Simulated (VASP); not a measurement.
# Nb (I4/mmm) in VASP: notebook, part 2 of 2

VASP 6.6.1.

### 5 Single point, PBEsol (strain +0.080 along x and y, +0.040 along z)

INCAR

```
SYSTEM = Nb
PREC     = Accurate       ! precision mode
ENCUT    = 520            ! plane-wave cutoff, eV
EDIFF    = 1E-6           ! SCF threshold, eV
ISMEAR   = 0              ! smearing method
SIGMA    = 0.15           ! smearing width, eV
LREAL    = .False.        ! projectors in reciprocal space
LASPH    = .True.         ! aspherical terms in the spheres
NELM     = 80             ! most SCF steps
ALGO     = Fast           ! electronic algorithm
ISIF     = 2              ! what is computed and relaxed
LWAVE    = .False.        ! write WAVECAR
LCHARG   = .False.        ! write CHGCAR
GGA      = PS             ! functional
NBANDS   = 12             ! bands
```

KPOINTS

```
Automatic mesh
0
Gamma
  20 20 20
  0 0 0
```

POSCAR

```
Nb
1.0
    0.0000000000      2.2842000000      2.1996000000
    2.2842000000      0.0000000000      2.1996000000
    2.2842000000      2.2842000000      0.0000000000
Nb
1
Direct
    0.0000000000      0.0000000000      0.0000000000
```

Potentials or basis: VASP PAW PBE potentials, release 64 (Nb_sv).

Command:

```
$ cat potpaw_PBE.64/Nb_sv/POTCAR > POTCAR
$ mpirun -np 1 vasp_std > vasp.out
```

OUTCAR:

```text
SYSTEM = Nb
   PREC = Accurate
   ENCUT = 520
   EDIFF = 1E-6
   ISMEAR = 0
   LREAL = .False.
   LASPH = .True.
   NELM = 80
   ISIF = 2
   GGA = PS

 ion  position               nearest neighbor table
   1  0.000  0.000  0.000-

  LATTYP: Found a body centered tetragonal cell.
 ALAT       =     3.2303466192
 C/A-ratio  =     1.3618352823

  Lattice vectors:

 A1 = (   0.0000000000,  -2.2842000000,  -2.1996000000)
 A2 = (   0.0000000000,   2.2842000000,  -2.1996000000)
 A3 = (   2.2842000000,   0.0000000000,   2.1996000000)

Analysis of symmetry for initial positions (statically):
=====================================================================
 Subroutine PRICEL returns:
 Original cell was already a primitive cell.

 Routine SETGRP: Setting up the symmetry group for a
 body centered tetragonal supercell.

 Subroutine GETGRP returns: Found 16 space group operations
 (whereof 16 operations were pure point group operations)
 out of a pool of 16 trial point group operations.

The static configuration has the point symmetry D_4h.

Analysis of symmetry for dynamics (positions and initial velocities):
=====================================================================
 Subroutine PRICEL returns:
 Original cell was already a primitive cell.

 Routine SETGRP: Setting up the symmetry group for a
 body centered tetragonal supercell.

 Subroutine GETGRP returns: Found 16 space group operations
 (whereof 16 operations were pure point group operations)
 out of a pool of 16 trial point group operations.

The dynamic configuration has the point symmetry D_4h.

 Subroutine INISYM returns: Found 16 space group operations
 (whereof 16 operations are pure point group operations),
 and found     1 'primitive' translations

----------------------------------------------------------------------------------------

                                     Primitive cell

  volume of cell :      22.9531

  direct lattice vectors                    reciprocal lattice vectors
     0.000000000  2.284200000  2.199600000    -0.218895018  0.218895018  0.227314057
     2.284200000  0.000000000  2.199600000     0.218895018 -0.218895018  0.227314057
     2.284200000  2.284200000  0.000000000     0.218895018  0.218895018 -0.227314057

  length of vectors
     3.171089687  3.171089687  3.230346619     0.384059550  0.384059550  0.384059550

  position of ions in fractional coordinates (direct lattice)
     0.000000000  0.000000000  0.000000000

  ion indices of the primitive-cell ions
   primitive index   ion index
                 1           1

----------------------------------------------------------------------------------------

 KPOINTS: Automatic mesh

Automatic generation of k-mesh.
 Grid dimensions read from file:
 generate k-points for:   20   20   20

 Generating k-lattice:

  Cartesian coordinates                     Fractional coordinates (reciprocal lattice)
    -0.010944751  0.010944751  0.011365703     0.050000000  0.000000000  0.000000000
     0.010944751 -0.010944751  0.011365703     0.000000000  0.050000000  0.000000000
     0.010944751  0.010944751 -0.011365703     0.000000000  0.000000000  0.050000000

  Length of vectors
     0.019202978  0.019202978  0.019202978

  Shift w.r.t. Gamma in fractional coordinates (k-lattice)
     0.000000000  0.000000000  0.000000000

 Subroutine IBZKPT returns following result:
 ===========================================

 Found    641 irreducible k-points:

 Following reciprocal coordinates:
            Coordinates               Weight
  0.000000  0.000000  0.000000      1.000000
  0.050000  0.000000  0.000000      8.000000
  0.100000  0.000000  0.000000      8.000000
  0.150000  0.000000  0.000000      8.000000
  0.200000  0.000000  0.000000      8.000000
  0.250000 -0.000000  0.000000      8.000000
[... 16 lines left out ...]
 -0.400000  0.050000  0.000000      8.000000
 -0.350000  0.050000  0.000000      8.000000
 [... further k-points ...]
   k-points           NKPTS =    641   k-points in BZ     NKDIM =    641   number of bands    NBANDS=     12
   number of dos      NEDOS =    301   number of ions     NIONS =      1
   total plane-waves  NPLWV =  13824
   dimension x,y,z NGX =    24 NGY =   24 NGZ =   24
   dimension x,y,z NGXF=    48 NGYF=   48 NGZF=   48
   ions per type =               1
   NGX,Y,Z   is equivalent  to a cutoff of  12.58, 12.58, 12.35 a.u.
   NGXF,Y,Z  is equivalent  to a cutoff of  25.16, 25.16, 24.70 a.u.
 SYSTEM =  Nb
   PREC   = accura    normal or accurate (medium, high low for compatibility)
   ISTART =      0    job   : 0-new  1-cont  2-samecut
   ICHARG =      2    charge: 1-file 2-atom 10-const
   ISPIN  =      1    spin polarized calculation?
   LNONCOLLINEAR =      F non collinear calculations
   LSORBIT =      F    spin-orbit coupling
   LASPH  =      T    aspherical Exc in radial PAW
   ENCUT  =  520.0 eV  38.22 Ry    6.18 a.u.   5.90  5.90  6.01*2*pi/ulx,y,z
   NELM   =     80;   NELMIN=  2; NELMDL= -5     # of ELM steps
   EDIFF  = 0.1E-05   stopping-criterion for ELM
   LREAL  =      F    real-space projection
   EDIFFG = 0.1E-04   stopping-criterion for IOM
   NSW    =      0    number of steps for IOM
   IBRION =     -1    ionic relax: 0-MD 1-quasi-New 2-CG
   NFREE  =      0    steps in history (QN), initial steepest desc. (CG)
   ISIF   =      2    stress and relaxation
   ISYM   =      2    0-nonsym 1-usesym 2-fastsym
   POTIM  = 0.5000    time-step for ionic-motion
   TEBEG  =    0.0;   TEEND  =   0.0 temperature during run
   PSTRESS=    0.0 pullay stress
   NELECT =      13.0000    total number of electrons
   NUPDOWN=      -1.0000    fix difference up-down
   EMIN   =  10.00;   EMAX   =-10.00  energy-range for DOS
   EFERMI =   0.00;   METHOD = LEGACY
   ISMEAR =     0;   SIGMA  =   0.15  broadening in eV -4-tet -1-fermi 0-gaus
   EFERMI_NEDOS =   21; number of points for ismear=-14 and -15
   IALGO  =     68    algorithm
   IMIX   =      4    mixing-type and parameters
     AMIX     =   0.40;   BMIX     =  1.00
     AMIX_MAG =   1.60;   BMIX_MAG =  1.00
  volume/ion in A,a.u.               =      22.95       154.90
  Fermi-wavevector in a.u.,A,eV,Ry     =   1.354488  2.559612 24.961777  1.834639
  Thomas-Fermi vector in A             =   2.481656
   LORBIT       =      0    0 simple, 1 ext, 2 COOP (PROOUT), +10 PAW based schemes
   GGA     = PS    functional components
   LHFCALC =     F    Hartree Fock is set to
   AEXX    =    0.0000 exact exchange contribution
   IVDW    =     0    specifies the selected vdW correction
   LEPSILON=     F    determine dielectric tensor
   LRPA    =     F    only Hartree local field effects (RPA)
 non-spin polarized calculation
 RMM-DIIS sequential band-by-band and
 Gauss-broadening in eV      SIGMA  =   0.15
  energy-cutoff  :      520.00
  volume of cell :       22.95
 maximum number of plane-waves:       633
   NGX = 11   NGY = 11   NGZ = 13

 number of electron      12.9999999 magnetization

 Free energy of the ion-electron system (eV)
  ---------------------------------------------------
  ext. energy  EPLUGINS =         0.00000000
  ---------------------------------------------------
  free energy    TOTEN  =       -10.13923377 eV

  energy without entropy =      -10.11850231  energy(sigma->0) =      -10.12886804

 E-fermi :   8.2620     XC(G=0): -11.4248

 val. band max:        8.2598076795   @ k =   0.4000   0.2000   0.0500
 cond. band min:       8.2638544007   @ k =   0.3500   0.0500   0.1500
 fundamental gap:      0.0040467212
 Fermi energy:         8.2619581214

 k-point     1 :       0.0000    0.0000    0.0000
  band No.  band energies     occupation
      1     -46.7315      2.00000
      2     -22.4077      2.00000
      3     -22.4040      2.00000
      4     -22.4040      2.00000
      5       2.5927      2.00000
      6       8.3358      0.48613
      7       8.3358      0.48613
      8       8.6822      0.00007
      9      10.1609      0.00000
     10      10.5823      0.00000
     11      19.8189      0.00000
     12      23.4189      0.00000
[... 331 lines left out ...]
 k-point    24 :      -0.3500    0.0500    0.0000
  band No.  band energies     occupation
      1     -46.6621      2.00000
      2     -22.9128      2.00000
      3     -22.4834      2.00000
      4     -22.4799      2.00000
      5       5.0247      2.00000
      6       8.1158      1.83189
      7       8.3464      0.42607
      8       8.6176      0.00080
      9      11.0964      0.00000
     10      11.5306      0.00000
     11      17.7654      0.00000
     12      20.3889      0.00000

 [... further k-points ...]

------------------------ aborting loop because EDIFF is reached ----------------------------------------

  FORCE on cell =-STRESS in cart. coord.  units (eV):
  Direction    XX          YY          ZZ          XY          YZ          ZX
  --------------------------------------------------------------------------------------
  -------------------------------------------------------------------------------------
  Total       -3.5856403     -3.5856403     -4.3153003      0.0000000      0.0000000      0.0000000
  in kB     -250.2853020   -250.2853020   -301.2171172      0.0000000      0.0000000      0.0000000
  external PRESSURE =    -267.2625737 kB  Pullay stress =       0.0000000 kB

 VOLUME and BASIS-vectors are now :
 -----------------------------------------------------------------------------
  energy-cutoff  :      520.00
  volume of cell :       22.95
      direct lattice vectors                 reciprocal lattice vectors
     0.000000000  2.284200000  2.199600000    -0.218895018  0.218895018  0.227314057
     2.284200000  0.000000000  2.199600000     0.218895018 -0.218895018  0.227314057
     2.284200000  2.284200000  0.000000000     0.218895018  0.218895018 -0.227314057

 POSITION                                       TOTAL-FORCE (eV/Angst)
 -----------------------------------------------------------------------------------
      0.00000      0.00000      0.00000         0.000000      0.000000     -0.000000
 -----------------------------------------------------------------------------------
    total drift:                               -0.000000      0.000000      0.000000

  FREE ENERGIE OF THE ION-ELECTRON SYSTEM (eV)
  ---------------------------------------------------
  free  energy   TOTEN  =       -10.1392337700 eV

  energy  without entropy=      -10.1185023145  energy(sigma->0) =      -10.12886804
```

Run time: 4.4 min. Hardware: 1 thread of Intel Xeon 8259CL, shared host; peak memory 0.28 GiB.

What came out:

```
Free energy            : -10.1392 eV
Pressure               : -26.7 GPa
Band gap on the k mesh : zero (an odd number of electrons rules out a gap without spin polarisation)
```

Levels at points of the mesh, in eV from the Fermi level:
| k point | band 2 | band 3 | band 4 | band 5 | band 6 | band 7 | band 8 | band 9 | band 10 | band 11 |
| --- | --- | --- | --- | --- | --- | --- | --- | --- | --- | --- |
| (0.00, 0.00, 0.00) | -30.67 | -30.67 | -30.67 | -5.67 | 0.07 | 0.07 | 0.42 | 1.90 | 2.32 | 11.56 |
| (0.50, 0.00, 0.00) | -31.28 | -30.77 | -30.73 | -3.14 | -0.13 | 0.25 | 0.84 | 3.49 | 3.69 | 7.97 |
| (0.50, 0.50, 0.00) | -31.25 | -30.91 | -30.91 | -3.07 | -2.49 | 3.03 | 3.55 | 4.01 | 4.01 | 9.42 |
| (0.50, 0.00, 0.50) | -31.24 | -30.90 | -30.85 | -3.10 | -2.43 | 2.46 | 3.55 | 3.84 | 4.14 | 9.77 |

Caveat: the cell differs from its parent crystal (strain +0.080 along x and y, +0.040 along z); the stress differs along the axes, from -30 to -25 GPa; the PAW data sets were made with another functional, which shifts forces and pressure a little.

### 6 The runs side by side

```csv
cell,further INCAR settings,gap on the mesh (eV),pressure (GPa)
"a = 3.113, b = 3.113, c = 2.991 Å, angles 61.3, 61.3, 57.4°, 1 atom",ALGO = Fast; EDIFF = 1e-06; NBANDS = 12,none,-17.7
"a = 3.051, b = 3.051, c = 3.111 Å, angles 59.4, 59.4, 61.3°, 1 atom",ALGO = Fast; EDIFF = 1e-06; NBANDS = 12,none,-17.4
"a = 3.171, b = 3.171, c = 3.111 Å, angles 60.6, 60.6, 58.7°, 1 atom",ALGO = Fast; EDIFF = 1e-07; NBANDS = 12,none,-24.2
"a = 3.171, b = 3.171, c = 3.230 Å, angles 59.4, 59.4, 61.2°, 1 atom",ALGO = Fast; EDIFF = 1e-06; NBANDS = 12,none,-26.7
```

Alike in all rows: task single point; level PBEsol; potentials or basis VASP PAW PBE potentials, release 64 (Nb_sv); no spin polarisation; k mesh 20 × 20 × 20; cutoff (eV) 520; smearing gaussian 0.15 eV.

Caveats: the PAW data sets were made with another functional, which shifts forces and pressure a little; the stress differs along the axes, from -21 to -11 GPa (at least some runs); the stress differs along the axes, from -23 to -15 GPa (at least some runs); the stress differs along the axes, from -26 to -21 GPa (at least some runs); the stress differs along the axes, from -30 to -25 GPa (at least some runs).

Total energies depend on the potentials used, so only differences within one code and one set of settings carry meaning.
